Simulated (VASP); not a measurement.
# Au3C in VASP: a series of runs

The runs below take Au3C through single point, with PBE.

All numbers are computed with VASP 6.6.1; they aren't measurements. Logs are shortened: lines on timing, memory, paths and dates and some standing lists are left out, and cuts for length are marked.

### 1 The cell of the first run

The cell holds a slab with vacuum, 4 atoms: a = 2.940 Å, b = 2.940 Å, c = 21.897 Å, α = 90.00°, β = 90.00°, γ = 120.00°.

### 2 Single point, PBE

Input file INCAR:

```
PREC     = Accurate       # precision mode
ENCUT    = 520            # plane-wave cutoff, eV
EDIFF    = 1E-6           # SCF threshold, eV
ISMEAR   = 0              # smearing method
SIGMA    = 0.1            # smearing width, eV
LREAL    = False          # projectors in reciprocal space
LASPH    = True           # aspherical terms in the spheres
NELM     = 60             # most SCF steps
ALGO     = Normal         # electronic algorithm
ISIF     = 2              # what is computed and relaxed
LWAVE    = False          # write WAVECAR
LCHARG   = True           # write CHGCAR
LDIPOL   = True         
IDIPOL   = 3            
DIPOL    = 0.5 0.5 0.340
GGA      = PE             # functional
LELF     = True           # ELF
LVHAR    = True         
LVACPOTAV= True         
NBANDS   = 26             # bands
```

Input file KPOINTS:

```
Automatic mesh
0
Gamma
  9 9 1
```

Input file POSCAR:

```
Au3C
1.0
    2.9402049748      0.0000000000      0.0000000000
   -1.4701024874      2.5462922005      0.0000000000
    0.0000000000      0.0000000000     21.8974947720
Au C
3 1
Direct
    0.6666666667      0.3333333333      0.1826692981
    0.3333333333      0.6666666667      0.2945190844
    0.0000000000      0.0000000000      0.4063247812
    0.0000000000      0.0000000000      0.4771091342
```

Potentials or basis: VASP PAW PBE potentials, release 64 (Au, C).

Command:

```
$ cat potpaw_PBE.64/Au/POTCAR potpaw_PBE.64/C/POTCAR > POTCAR
$ mpirun -np 1 vasp_std > vasp.out
```

OUTCAR:

```text
PREC = Accurate
   ENCUT = 520
   EDIFF = 1E-6
   ISMEAR = 0
   LREAL = False
   LASPH = True
   NELM = 60
   ISIF = 2
   GGA = PE

 ion  position               nearest neighbor table
   1  0.667  0.333  0.183-   2 2.98   2 2.98   2 2.98
   2  0.333  0.667  0.295-   3 2.98   3 2.98   3 2.98   1 2.98   1 2.98   1 2.98
   3  0.000  0.000  0.406-   4 1.55   2 2.98   2 2.98   2 2.98
   4  0.000  0.000  0.477-   3 1.55

  LATTYP: Found a hexagonal cell.
 ALAT       =     2.9402049748
 C/A-ratio  =     7.4476082313

  Lattice vectors:

 A1 = (   2.9402049748,   0.0000000000,   0.0000000000)
 A2 = (  -1.4701024874,   2.5462922005,   0.0000000000)
 A3 = (   0.0000000000,   0.0000000000,  21.8974947720)

Analysis of symmetry for initial positions (statically):
=====================================================================
 Subroutine PRICEL returns:
 Original cell was already a primitive cell.

 Routine SETGRP: Setting up the symmetry group for a
 hexagonal supercell.

 Subroutine GETGRP returns: Found  6 space group operations
 (whereof  6 operations were pure point group operations)
 out of a pool of 24 trial point group operations.

The static configuration has the point symmetry C_3v.

Analysis of symmetry for dynamics (positions and initial velocities):
=====================================================================
 Subroutine PRICEL returns:
 Original cell was already a primitive cell.

 Routine SETGRP: Setting up the symmetry group for a
 hexagonal supercell.

 Subroutine GETGRP returns: Found  6 space group operations
 (whereof  6 operations were pure point group operations)
 out of a pool of 24 trial point group operations.

The dynamic configuration has the point symmetry C_3v.

 Subroutine INISYM returns: Found  6 space group operations
 (whereof  6 operations are pure point group operations),
 and found     1 'primitive' translations

----------------------------------------------------------------------------------------

                                     Primitive cell

  volume of cell :     163.9382

  direct lattice vectors                    reciprocal lattice vectors
     2.940204975  0.000000000  0.000000000     0.340112342  0.196363952  0.000000000
    -1.470102487  2.546292200  0.000000000     0.000000000  0.392727904  0.000000000
     0.000000000  0.000000000 21.897494772     0.000000000  0.000000000  0.045667325

  length of vectors
     2.940204975  2.940204975 21.897494772     0.392727904  0.392727904  0.045667325

  position of ions in fractional coordinates (direct lattice)
     0.666666667  0.333333333  0.182669298
     0.333333333  0.666666667  0.294519084
     0.000000000  0.000000000  0.406324781
     0.000000000  0.000000000  0.477109134

  ion indices of the primitive-cell ions
   primitive index   ion index
                 1           1
                 2           2
                 3           3
                 4           4

----------------------------------------------------------------------------------------

 KPOINTS: Automatic mesh

Automatic generation of k-mesh.
 Grid dimensions read from file:
 generate k-points for:    9    9    1

 Generating k-lattice:

  Cartesian coordinates                     Fractional coordinates (reciprocal lattice)
     0.037790260  0.021818217  0.000000000     0.111111111  0.000000000  0.000000000
     0.000000000  0.043636434  0.000000000     0.000000000  0.111111111  0.000000000
     0.000000000  0.000000000  0.045667325     0.000000000  0.000000000  1.000000000

  Length of vectors
     0.043636434  0.043636434  0.045667325

  Shift w.r.t. Gamma in fractional coordinates (k-lattice)
     0.000000000  0.000000000  0.000000000

 Subroutine IBZKPT returns following result:
 ===========================================

 Found     12 irreducible k-points:

 Following reciprocal coordinates:
            Coordinates               Weight
  0.000000  0.000000  0.000000      1.000000
  0.111111  0.000000  0.000000      6.000000
  0.222222 -0.000000  0.000000      6.000000
  0.333333 -0.000000  0.000000      6.000000
  0.444444 -0.000000  0.000000      6.000000
  0.111111  0.111111  0.000000      6.000000
  0.222222  0.111111  0.000000     12.000000
  0.333333  0.111111  0.000000     12.000000
  0.444444  0.111111  0.000000      6.000000
  0.222222  0.222222  0.000000      6.000000
  0.333333  0.222222  0.000000     12.000000
  0.333333  0.333333  0.000000      2.000000
   k-points           NKPTS =     12   k-points in BZ     NKDIM =     12   number of bands    NBANDS=     26
   number of dos      NEDOS =    301   number of ions     NIONS =      4
   total plane-waves  NPLWV =  96768
   dimension x,y,z NGX =    24 NGY =   24 NGZ =  168
   dimension x,y,z NGXF=    48 NGYF=   48 NGZF=  336
   ions per type =               3   1
   NGX,Y,Z   is equivalent  to a cutoff of  13.57, 13.57, 12.75 a.u.
   NGXF,Y,Z  is equivalent  to a cutoff of  27.14, 27.14, 25.51 a.u.
 SYSTEM =  unknown system
   PREC   = accura    normal or accurate (medium, high low for compatibility)
   ISTART =      0    job   : 0-new  1-cont  2-samecut
   ICHARG =      2    charge: 1-file 2-atom 10-const
   ISPIN  =      1    spin polarized calculation?
   LNONCOLLINEAR =      F non collinear calculations
   LSORBIT =      F    spin-orbit coupling
   LASPH  =      T    aspherical Exc in radial PAW
   ENCUT  =  520.0 eV  38.22 Ry    6.18 a.u.   5.47  5.47 40.71*2*pi/ulx,y,z
   NELM   =     60;   NELMIN=  2; NELMDL= -5     # of ELM steps
   EDIFF  = 0.1E-05   stopping-criterion for ELM
   LREAL  =      F    real-space projection
   EDIFFG = 0.1E-04   stopping-criterion for IOM
   NSW    =      0    number of steps for IOM
   IBRION =     -1    ionic relax: 0-MD 1-quasi-New 2-CG
   NFREE  =      0    steps in history (QN), initial steepest desc. (CG)
   ISIF   =      2    stress and relaxation
   ISYM   =      2    0-nonsym 1-usesym 2-fastsym
   POTIM  = 0.5000    time-step for ionic-motion
   TEBEG  =    0.0;   TEEND  =   0.0 temperature during run
   PSTRESS=    0.0 pullay stress
   NELECT =      37.0000    total number of electrons
   NUPDOWN=      -1.0000    fix difference up-down
   EMIN   =  10.00;   EMAX   =-10.00  energy-range for DOS
   EFERMI =   0.00;   METHOD = LEGACY
   ISMEAR =     0;   SIGMA  =   0.10  broadening in eV -4-tet -1-fermi 0-gaus
   EFERMI_NEDOS =   21; number of points for ismear=-14 and -15
   IALGO  =     38    algorithm
   IMIX   =      4    mixing-type and parameters
     AMIX     =   0.40;   BMIX     =  1.00
     AMIX_MAG =   1.60;   BMIX_MAG =  1.00
  volume/ion in A,a.u.               =      40.98       276.58
  Fermi-wavevector in a.u.,A,eV,Ry     =   0.996740  1.883566 13.517266  0.993491
  Thomas-Fermi vector in A             =   2.128849
   LORBIT       =      0    0 simple, 1 ext, 2 COOP (PROOUT), +10 PAW based schemes
   GGA     = PE    functional components
   LHFCALC =     F    Hartree Fock is set to
   AEXX    =    0.0000 exact exchange contribution
   IVDW    =     0    specifies the selected vdW correction
   LEPSILON=     F    determine dielectric tensor
   LRPA    =     F    only Hartree local field effects (RPA)
 non-spin polarized calculation
 Gauss-broadening in eV      SIGMA  =   0.10
  energy-cutoff  :      520.00
  volume of cell :      163.94
 maximum number of plane-waves:      4481
 NGX is ok and might be reduce to    24
   NGX = 11   NGY = 11   NGZ = 81

 dipolmoment           0.000000      0.000000     -0.000153 electrons x Angstroem

 number of electron      36.9999996 magnetization

 dipolmoment           0.000000      0.000000      0.051060 electrons x Angstroem

 Free energy of the ion-electron system (eV)
  ---------------------------------------------------
  ext. energy  EPLUGINS =         0.00000000
  ---------------------------------------------------
  free energy    TOTEN  =       -10.77199037 eV

  energy without entropy =      -10.76505796  energy(sigma->0) =      -10.76852417

 E-fermi :  -0.2281     XC(G=0):  -5.4228

 val. band max:       -0.3611871115   @ k =   0.0000   0.0000   0.0000
 cond. band min:      -0.1848382660   @ k =   0.4444  -0.0000   0.0000
 fundamental gap:      0.1763488455
 Fermi energy:        -0.2281160770

 k-point     1 :       0.0000    0.0000    0.0000
  band No.  band energies     occupation
      1     -14.6357      2.00000
      2     -10.0104      2.00000
      3      -8.6872      2.00000
      4      -7.6281      2.00000
      5      -7.6281      2.00000
      6      -7.0507      2.00000
[... 18 lines left out ...]
     25       6.1176      0.00000
     26       6.5491      0.00000

 k-point     2 :       0.1111    0.0000    0.0000
  band No.  band energies     occupation
      1     -14.5362      2.00000
      2      -9.7040      2.00000
      3      -8.5557      2.00000
      4      -7.7102      2.00000
      5      -7.6790      2.00000
      6      -6.9833      2.00000
[... 18 lines left out ...]
     25       6.3643      0.00000
     26       6.8247      0.00000

 k-point     3 :       0.2222   -0.0000    0.0000
  band No.  band energies     occupation
      1     -14.2775      2.00000
      2      -9.0740      2.00000
      3      -8.6994      2.00000
      4      -7.8052      2.00000
      5      -7.2447      2.00000
      6      -7.0245      2.00000
[... 18 lines left out ...]
     25       7.0933      0.00000
     26       7.6294      0.00000

 k-point     4 :       0.3333   -0.0000    0.0000
  band No.  band energies     occupation
      1     -13.9653      2.00000
      2      -9.3773      2.00000
      3      -8.4927      2.00000
      4      -7.9451      2.00000
      5      -6.7397      2.00000
      6      -6.3805      2.00000
[... 18 lines left out ...]
     25       7.4945      0.00000
     26       7.7978      0.00000

 k-point     5 :       0.4444   -0.0000    0.0000
  band No.  band energies     occupation
      1     -13.7457      2.00000
      2      -9.6761      2.00000
      3      -8.5786      2.00000
      4      -8.0345      2.00000
      5      -6.6340      2.00000
      6      -6.1650      2.00000
[... 18 lines left out ...]
     25       6.8565      0.00000
     26       7.5458      0.00000

 k-point     6 :       0.1111    0.1111    0.0000
  band No.  band energies     occupation
      1     -14.3571      2.00000
      2      -9.1829      2.00000
      3      -8.6392      2.00000
      4      -7.8006      2.00000
      5      -7.3411      2.00000
      6      -7.1834      2.00000
[... 18 lines left out ...]
     25       6.8546      0.00000
     26       7.3685      0.00000

 k-point     7 :       0.2222    0.1111    0.0000
  band No.  band energies     occupation
      1     -14.0711      2.00000
      2      -9.1741      2.00000
      3      -8.2898      2.00000
      4      -7.9929      2.00000
      5      -7.2280      2.00000
      6      -6.4952      2.00000
[... 18 lines left out ...]
     25       7.7195      0.00000
     26       8.0502      0.00000

 k-point     8 :       0.3333    0.1111    0.0000
  band No.  band energies     occupation
      1     -13.8023      2.00000
      2      -9.5056      2.00000
      3      -8.3047      2.00000
      4      -8.1220      2.00000
      5      -6.4845      2.00000
      6      -6.1954      2.00000
[... 18 lines left out ...]
     25       7.0267      0.00000
     26       7.9385      0.00000

 k-point     9 :       0.4444    0.1111    0.0000
  band No.  band energies     occupation
      1     -13.6900      2.00000
      2      -9.6393      2.00000
      3      -8.3905      2.00000
      4      -8.1858      2.00000
      5      -6.4127      2.00000
      6      -6.0653      2.00000
[... 18 lines left out ...]
     25       6.5746      0.00000
     26       7.9622      0.00000

 k-point    10 :       0.2222    0.2222    0.0000
  band No.  band energies     occupation
      1     -13.8264      2.00000
      2      -9.3543      2.00000
      3      -8.3480      2.00000
      4      -7.5075      2.00000
      5      -7.3319      2.00000
      6      -5.8314      2.00000
[... 18 lines left out ...]
     25       7.2022      0.00000
     26       7.8510      0.00000

 k-point    11 :       0.3333    0.2222    0.0000
  band No.  band energies     occupation
      1     -13.6595      2.00000
      2      -9.4164      2.00000
      3      -8.6318      2.00000
      4      -7.6314      2.00000
      5      -6.5109      2.00000
      6      -5.8618      2.00000
[... 18 lines left out ...]
     25       5.9135      0.00000
     26       7.9539      0.00000

 k-point    12 :       0.3333    0.3333    0.0000
  band No.  band energies     occupation
      1     -13.6035      2.00000
      2      -9.0950      2.00000
      3      -9.0946      2.00000
      4      -7.0102      2.00000
      5      -6.8781      2.00000
      6      -5.5976      2.00000
[... 18 lines left out ...]
     25       5.8396      0.00000
     26       6.6469      0.00000

------------------------ aborting loop because EDIFF is reached ----------------------------------------

  FORCE on cell =-STRESS in cart. coord.  units (eV):
  Direction    XX          YY          ZZ          XY          YZ          ZX
  --------------------------------------------------------------------------------------
  -------------------------------------------------------------------------------------
  Total       -0.1524641     -0.1524641     28.2146103      0.0000000      0.0000000     -0.0000000
  in kB       -1.4900402     -1.4900402    275.7429131      0.0000000      0.0000000     -0.0000000
  external PRESSURE =      90.9209442 kB  Pullay stress =       0.0000000 kB

 VOLUME and BASIS-vectors are now :
 -----------------------------------------------------------------------------
  energy-cutoff  :      520.00
  volume of cell :      163.94
      direct lattice vectors                 reciprocal lattice vectors
     2.940204975  0.000000000  0.000000000     0.340112342  0.196363952  0.000000000
    -1.470102487  2.546292200  0.000000000     0.000000000  0.392727904  0.000000000
     0.000000000  0.000000000 21.897494772     0.000000000  0.000000000  0.045667325

 POSITION                                       TOTAL-FORCE (eV/Angst)
 -----------------------------------------------------------------------------------
      1.47010      0.84876      4.00000        -0.000000     -0.000000      0.030285
     -0.00000      1.69753      6.44923         0.000000     -0.000000     -0.277954
      0.00000      0.00000      8.89749        -0.000000     -0.000000    -17.632328
      0.00000      0.00000     10.44749         0.000000      0.000000     17.879996
 -----------------------------------------------------------------------------------
    total drift:                               -0.000000     -0.000000     -0.000138

  FREE ENERGIE OF THE ION-ELECTRON SYSTEM (eV)
  ---------------------------------------------------
  free  energy   TOTEN  =       -10.7719903707 eV

  energy  without entropy=      -10.7650579629  energy(sigma->0) =      -10.76852417

 vacuum level on the upper side and lower side of the slab         6.094         4.861
```

Wall time 1.8 min (1 thread of Intel Xeon Platinum 8259CL at 2.50GHz (Skylake/Cascade Lake), shared host); peak memory 0.3 GiB.

What came out:

| Item | Value |
| --- | --- |
| Free energy | -10.7720 eV |
| Largest force | 17.880 eV/Å |
| Band gap on the k mesh | zero (an odd number of electrons rules out a gap without spin polarisation) |

Forces on the atoms (eV/Å):
```
Au    0.000   0.000   0.030
Au    0.000   0.000  -0.278
Au    0.000   0.000 -17.632
C     0.000   0.000  17.880
```

Caveat: spin-orbit coupling is left out, which moves the levels of the heavy elements.

### 3 Single point, PBE

Input file INCAR:

```
ALGO = Normal ; DIPOL = 0.5 0.5 0.348
EDIFF = 1E-7 ; ENCUT = 520
GGA = PE ; IDIPOL = 3
ISIF = 2 ; ISMEAR = 0
LASPH = True ; LCHARG = False
LDIPOL = True ; LREAL = False
LWAVE = False ; NBANDS = 26
NELM = 60 ; PREC = Accurate
SIGMA = 0.1
```

Input file KPOINTS:

```
k-points
0
Gamma
  9 9 1
```

POSCAR, as its differences from that of step 2:

```diff
@@ -11,2 +11,2 @@
     0.0000000000      0.0000000000      0.4063247812
-    0.0000000000      0.0000000000      0.4771091342
+    0.0000000000      0.0000000000      0.5099896079
```

Potentials or basis: VASP PAW PBE potentials, release 64 (Au, C).

Command:

```
$ cat potpaw_PBE.64/Au/POTCAR potpaw_PBE.64/C/POTCAR > POTCAR
$ mpirun -np 1 vasp_std > vasp.out
```

It took 80 s on 1 thread of Intel Xeon Platinum 8259CL at 2.50GHz (Skylake/Cascade Lake), shared host; peak memory 0.3 GiB.

Results (log left out):

```
Free energy            : -12.8320 eV
Largest force          : 1.840 eV/Å
Band gap on the k mesh : zero (an odd number of electrons rules out a gap without spin polarisation)
```

Forces in eV/Å, atoms in the order of the input:
```
Au   0.000  0.000  0.111
Au   0.000  0.000 -0.020
Au   0.000  0.000  1.749
C    0.000  0.000 -1.840
```

Levels at points of the mesh, in eV from the Fermi level:
| k point | band 15 | band 16 | band 17 | band 18 | band 19 | band 20 | band 21 | band 22 | band 23 | band 24 |
| --- | --- | --- | --- | --- | --- | --- | --- | --- | --- | --- |
| (0.00, 0.00, 0.00) | -2.57 | -2.57 | -2.30 | -1.93 | -1.93 | -0.17 | 2.68 | 2.68 | 3.75 | 5.16 |

Caveat: spin-orbit coupling is left out, which moves the levels of the heavy elements.

### 4 Single point, PBE

Input file INCAR:

```
ALGO = Normal
DIPOL = 0.5 0.5 0.359
EDIFF = 1E-6
ENCUT = 520
GGA = PE
IDIPOL = 3
ISIF = 2
ISMEAR = 0
LASPH = True
LCHARG = True
LDIPOL = True
LELF = True
LREAL = False
LVACPOTAV = True
LVHAR = True
LWAVE = False
NBANDS = 26
NELM = 60
PREC = Accurate
SIGMA = 0.1
```

KPOINTS is that of step 3.

POSCAR, as its differences from that of step 3:

```diff
@@ -11,2 +11,2 @@
     0.0000000000      0.0000000000      0.4063247812
-    0.0000000000      0.0000000000      0.5099896079
+    0.0000000000      0.0000000000      0.5510901999
```

Command:

```
$ cat potpaw_PBE.64/Au/POTCAR potpaw_PBE.64/C/POTCAR > POTCAR
$ mpirun -np 1 vasp_std > vasp.out
```

Wall time 79 s (1 thread of Intel Xeon Platinum 8259CL at 2.50GHz (Skylake/Cascade Lake), shared host); peak memory 0.3 GiB.

It converged, with:

```yaml
Free_energy: -11.5601 eV
Largest_force: 0.720 eV/Å
Band_gap_on_the_k_mesh: zero (an odd number of electrons rules out a gap without spin polarisation)
```

Forces in eV/Å, atoms in the order of the input:
```
Au   0.000  0.000  0.156
Au   0.000  0.000  0.062
Au   0.000  0.000  0.501
C    0.000  0.000 -0.720
```

Levels at points of the mesh, in eV from the Fermi level:
| k point | band 17 | band 18 | band 19 | band 20 | band 21 | band 22 |
| --- | --- | --- | --- | --- | --- | --- |
| (0.00, 0.00, 0.00) | -1.87 | -1.78 | -1.78 | -0.44 | 1.52 | 2.67 |

Caveat: spin-orbit coupling is left out, which moves the levels of the heavy elements.

### 5 The runs side by side

| cell | gap on the mesh (eV) | largest force (eV/Å) |
| --- | --- | --- |
| as given, atomic positions A | none | 17.88 |
| as given, atomic positions B | none | 1.84 |
| as given, atomic positions C | none | 0.72 |

Alike in all rows: task single point; level PBE; potentials or basis VASP PAW PBE potentials, release 64 (Au, C); no spin polarisation; k mesh 9 × 9 × 1; cutoff (eV) 520; smearing gaussian 0.1 eV.

Caveats: spin-orbit coupling is left out, which moves the levels of the heavy elements.

Total energies depend on the potentials used, so only differences within one code and one set of settings carry meaning.

The gap in the log of VASP goes by the Fermi energy; the results here count the filled bands.